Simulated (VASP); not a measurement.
Wanted: the native input for a VASP 6.6.1 run.

| Item | Value |
| --- | --- |
| Task | single point |
| Functional | PBEsol |
| Potentials or basis | VASP PAW PBE potentials, release 64 (Mg) |
| Cutoff | 520 eV |
| k mesh | 10 × 10 × 5 |
| Occupations | fermi-dirac, width 0.05 eV |
| Spin | no spin polarisation |
| Dipole correction | no |
| Further INCAR settings | ALGO = Fast; EDIFF = 1e-07; NBANDS = 9 |

The structure of Mg lies in POSCAR:

```
Mg
1.0
    2.7918198308      0.0000000000      0.0000000000
   -1.3959099154      2.4177868963      0.0000000000
    0.0000000000      0.0000000000      4.5539750069
Mg
2
Direct
    0.6666666667      0.3333333333      0.7500000000
    0.3333333333      0.6666666667      0.2500000000
```

The input as run:

INCAR

```
PREC = Accurate
ENCUT = 520
EDIFF = 1E-7
ISMEAR = -1
SIGMA = 0.05
LREAL = False
LASPH = True
NELM = 60
ALGO = Fast
ISIF = 2
LWAVE = False
LCHARG = True
GGA = PS
LELF = True
LVHAR = True
NBANDS = 9
```

KPOINTS

```
Automatic mesh
0
Gamma
  10 10 5
```

Potentials or basis: VASP PAW PBE potentials, release 64 (Mg).

The run is started by

```console
$ cat potpaw_PBE.64/Mg/POTCAR > POTCAR
$ mpirun -np 1 vasp_std > vasp.out
```

Results of the run:

* Pressure: 30.5 GPa
* Band gap on the k mesh: zero (bands 2 and 3 overlap by 1.79 eV)

Caveat: the cell stands under pressure; the PAW data sets were made with another functional, which shifts forces and pressure a little.

Wall time 17 s on 1 thread of Intel Xeon 8259CL (shared host), peak memory 0.15 GiB.
